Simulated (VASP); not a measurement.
# ZnS (P1) in VASP: single point with PBEsol

Aim: the single point of ZnS with PBEsol.

Everything below comes from runs of VASP 6.6.1. Logs are shortened: lines on timing, memory, paths and dates and some standing lists are left out, and cuts for length are marked.

## 1. The cell of the first run

The typed cell holds 8 atoms: a = 4.848 Å, b = 4.992 Å, c = 5.225 Å, α = 94.31°, β = 78.84°, γ = 93.06°.

## 2. Single point, PBEsol (atoms moved at random and the cell strained at random)

The input, INCAR:

```
PREC = Accurate ; ENCUT = 520
EDIFF = 1E-6 ; ISMEAR = 0
SIGMA = 0.05 ; LREAL = F
LASPH = T ; NELM = 60
ALGO = Normal ; ISIF = 2
LWAVE = F ; LCHARG = F
GGA = PS ; NBANDS = 46
```

The input, KPOINTS:

```
regular mesh
0
Gamma
  6 6 6
```

The input, POSCAR:

```
ZnS
1.0
    4.8220645599      0.1224721073     -0.4871902038
   -0.1224721073     -4.9871316487      0.1868003315
    0.4871902038      0.1868003315     -5.1990150072
Zn S
4 4
Direct
   -0.0391642117     -0.0225183705     -0.0194001572
    0.5087738252      0.4973951772     -0.0271786372
    0.4447380288     -0.0353428213      0.5346331973
    0.0485161097      0.5248641812      0.4921569536
    0.7696408169      0.7495409763      0.7669444207
    0.2700820915      0.2538201043      0.7801620119
    0.2429577441      0.7484830888      0.2231924417
    0.7544555954      0.2837576641      0.2494897692
```

Potentials or basis: VASP PAW PBE potentials, release 64 (Zn, S).

Command:

```bash
$ cat potpaw_PBE.64/Zn/POTCAR potpaw_PBE.64/S/POTCAR > POTCAR
$ mpirun -np 1 vasp_std > vasp.out
```

OUTCAR:

```text
PREC = Accurate
   ENCUT = 520
   EDIFF = 1E-6
   ISMEAR = 0
   LREAL = F
   LASPH = T
   NELM = 60
   ISIF = 2
   GGA = PS

 ion  position               nearest neighbor table
   1  0.961  0.977  0.981-   5 1.87   8 2.15   6 2.15   7 2.42   3 2.97
   2  0.509  0.497  0.973-   5 1.96   6 1.99   7 2.05   8 2.38
   3  0.445  0.965  0.535-   6 1.97   7 2.24   5 2.50   8 2.50   4 2.86   1 2.97
   4  0.049  0.525  0.492-   7 1.93   5 2.08   8 2.32   6 2.52   3 2.86
   5  0.770  0.750  0.767-   1 1.87   2 1.96   4 2.08   3 2.50
   6  0.270  0.254  0.780-   3 1.97   2 1.99   1 2.15   4 2.52
   7  0.243  0.748  0.223-   4 1.93   2 2.05   3 2.24   1 2.42
   8  0.754  0.284  0.249-   1 2.15   4 2.32   2 2.38   3 2.50

  LATTYP: Found a triclinic cell.
 ALAT       =     5.2251321231
 B/A-ratio  =     1.2253960267
 C/A-ratio  =     0.9554076868
 COS(alpha) =     0.0209637303
 COS(beta)  =     0.0752339249
 COS(gamma) =     0.6694497403

  Lattice vectors:

 A1 = (   0.4871902038,   0.1868003315,  -5.1990150072)
 A2 = (  -4.3348743561,   0.0643282242,  -4.7118248034)
 A3 = (   0.1224721073,   4.9871316487,  -0.1868003315)

Analysis of symmetry for initial positions (statically):
=====================================================================
 Subroutine PRICEL returns:
 Original cell was already a primitive cell.

 Routine SETGRP: Setting up the symmetry group for a
 triclinic supercell.

 Subroutine GETGRP returns: Found  1 space group operations
 (whereof  1 operations were pure point group operations)
 out of a pool of  2 trial point group operations.

The static configuration has the point symmetry C_1 .

Analysis of symmetry for dynamics (positions and initial velocities):
=====================================================================
 Subroutine PRICEL returns:
 Original cell was already a primitive cell.

 Routine SETGRP: Setting up the symmetry group for a
 triclinic supercell.

 Subroutine GETGRP returns: Found  1 space group operations
 (whereof  1 operations were pure point group operations)
 out of a pool of  2 trial point group operations.

The dynamic configuration has the point symmetry C_1 .

 Subroutine INISYM returns: Found  1 space group operations
 (whereof  1 operations are pure point group operations),
[... 104 lines left out ...]
   LSORBIT =      F    spin-orbit coupling
   LASPH  =      T    aspherical Exc in radial PAW
   ENCUT  =  520.0 eV  38.22 Ry    6.18 a.u.   9.01  9.28  9.72*2*pi/ulx,y,z
   NELM   =     60;   NELMIN=  2; NELMDL= -5     # of ELM steps
   EDIFF  = 0.1E-05   stopping-criterion for ELM
   LREAL  =      F    real-space projection
   EDIFFG = 0.1E-04   stopping-criterion for IOM
   NSW    =      0    number of steps for IOM
   IBRION =     -1    ionic relax: 0-MD 1-quasi-New 2-CG
   NFREE  =      0    steps in history (QN), initial steepest desc. (CG)
   ISIF   =      2    stress and relaxation
   ISYM   =      2    0-nonsym 1-usesym 2-fastsym
   POTIM  = 0.5000    time-step for ionic-motion
   TEBEG  =    0.0;   TEEND  =   0.0 temperature during run
   PSTRESS=    0.0 pullay stress
   NELECT =      72.0000    total number of electrons
   NUPDOWN=      -1.0000    fix difference up-down
   EMIN   =  10.00;   EMAX   =-10.00  energy-range for DOS
   EFERMI =   0.00;   METHOD = LEGACY
   ISMEAR =     0;   SIGMA  =   0.05  broadening in eV -4-tet -1-fermi 0-gaus
   EFERMI_NEDOS =   21; number of points for ismear=-14 and -15
   IALGO  =     38    algorithm
   IMIX   =      4    mixing-type and parameters
     AMIX     =   0.40;   BMIX     =  1.00
     AMIX_MAG =   1.60;   BMIX_MAG =  1.00
  volume/ion in A,a.u.               =      15.45       104.28
  Fermi-wavevector in a.u.,A,eV,Ry     =   1.367172  2.583580 25.431456  1.869159
  Thomas-Fermi vector in A             =   2.493248
   LORBIT       =      0    0 simple, 1 ext, 2 COOP (PROOUT), +10 PAW based schemes
   GGA     = PS    functional components
   LHFCALC =     F    Hartree Fock is set to
   AEXX    =    0.0000 exact exchange contribution
   IVDW    =     0    specifies the selected vdW correction
   LEPSILON=     F    determine dielectric tensor
   LRPA    =     F    only Hartree local field effects (RPA)
 non-spin polarized calculation
 Gauss-broadening in eV      SIGMA  =   0.05
  energy-cutoff  :      520.00
  volume of cell :      123.62
 maximum number of plane-waves:      3352
   NGX = 19   NGY = 19   NGZ = 19

 number of electron      72.0000017 magnetization

 Free energy of the ion-electron system (eV)
  ---------------------------------------------------
  ext. energy  EPLUGINS =         0.00000000
  ---------------------------------------------------
  free energy    TOTEN  =       -23.56820177 eV

  energy without entropy =      -23.56820082  energy(sigma->0) =      -23.56820129

 E-fermi :   5.4463     XC(G=0): -11.0327

 val. band max:        5.3277726162   @ k =   0.0000   0.0000   0.0000
 cond. band min:       5.5648167489   @ k =   0.0000   0.0000   0.0000
 fundamental gap:      0.2370441328
 Fermi energy:         5.4462961318

 k-point     1 :       0.0000    0.0000    0.0000
  band No.  band energies     occupation
      1     -10.9481      2.00000
      2      -9.2249      2.00000
      3      -8.9823      2.00000
      4      -7.5907      2.00000
      5      -4.0264      2.00000
      6      -3.9955      2.00000
[... 1165 lines left out ...]
     45      12.1300      0.00000
     46      12.6011      0.00000

 [... further k-points ...]
[... 5 lines left out ...]
  --------------------------------------------------------------------------------------
  -------------------------------------------------------------------------------------
  Total       28.5901136     31.9509721     30.5089215    -10.8306631     10.8489995     13.5575919
  in kB      370.5432899    414.1018284    395.4120750   -140.3712341    140.6088838    175.7137023
  external PRESSURE =     393.3523978 kB  Pullay stress =       0.0000000 kB

 VOLUME and BASIS-vectors are now :
 -----------------------------------------------------------------------------
  energy-cutoff  :      520.00
  volume of cell :      123.62
      direct lattice vectors                 reciprocal lattice vectors
     4.822064560  0.122472107 -0.487190204     0.209459240 -0.004414565  0.019469428
    -0.122472107 -4.987131649  0.186800331     0.004414565 -0.200879324 -0.006803903
     0.487190204  0.186800331 -5.199015007    -0.019469428 -0.006803903 -0.194413035

 POSITION                                       TOTAL-FORCE (eV/Angst)
 -----------------------------------------------------------------------------------
      4.99124     -4.57398     -5.38367         3.304273     -3.107592     -4.980675
      2.86637     -2.23654     -5.21267         1.506616      2.667260     -3.337083
      2.28688     -4.65653     -2.81604         2.872848      1.884358      2.928265
      0.40944     -2.51969     -2.48432        -1.199044      4.897902     -2.350615
      3.99311     -3.50053     -4.22230        -2.708170     -0.001106      6.088344
      1.65135     -1.08702     -4.14024        -3.356820     -1.403776      1.223011
      1.18863     -3.66134     -1.13893         0.830049     -5.122988      1.733990
      3.72483     -1.27613     -1.61166        -1.249752      0.185942     -1.305237
 -----------------------------------------------------------------------------------
    total drift:                               -0.001022      0.001356      0.001509

  FREE ENERGIE OF THE ION-ELECTRON SYSTEM (eV)
  ---------------------------------------------------
  free  energy   TOTEN  =       -23.5682017687 eV

  energy  without entropy=      -23.5682008208  energy(sigma->0) =      -23.56820129
```

stdout:

```text
POSCAR found type information on POSCAR ZnS
 POSCAR found :  2 types and       8 ions
 scaLAPACK will be used
 -----------------------------------------------------------------------------
|                                                                             |
|                                                                             |
|     You enforced a specific xc type in the INCAR file but a different       |
|     I HOPE YOU KNOW WHAT YOU ARE DOING!                                     |
|                                                                             |
 -----------------------------------------------------------------------------

 LDA part: xc-table for (Slater+PW92), standard interpolation
 POSCAR, INCAR and KPOINTS ok, starting setup
 FFT: planning ... GRIDC
 FFT: planning ... GRID_SOFT
 FFT: planning ... GRID
 WAVECAR not read
 entering main loop
```

Run time: 9.6 min. Hardware: 1 thread of Intel Xeon Platinum 8259CL at 2.50GHz (Skylake/Cascade Lake), shared host; peak memory 0.55 GiB.

What came out:

```
Free energy            : -23.5682 eV
Pressure               : 39.3 GPa
Largest force          : 6.737 eV/Å
Band gap on the k mesh : 0.24 eV
```

Forces in eV/Å, atoms in the order of the input:
```
Zn   3.304 -3.108 -4.981
Zn   1.507  2.667 -3.337
Zn   2.873  1.884  2.928
Zn  -1.199  4.898 -2.351
S   -2.708 -0.001  6.088
S   -3.357 -1.404  1.223
S    0.830 -5.123  1.734
S   -1.250  0.186 -1.305
```

Caveat: the cell differs from its parent crystal (atoms moved at random and the cell strained at random); the cell stands under pressure; the PAW data sets were made with another functional, which shifts forces and pressure a little. A k mesh can miss the band edges.
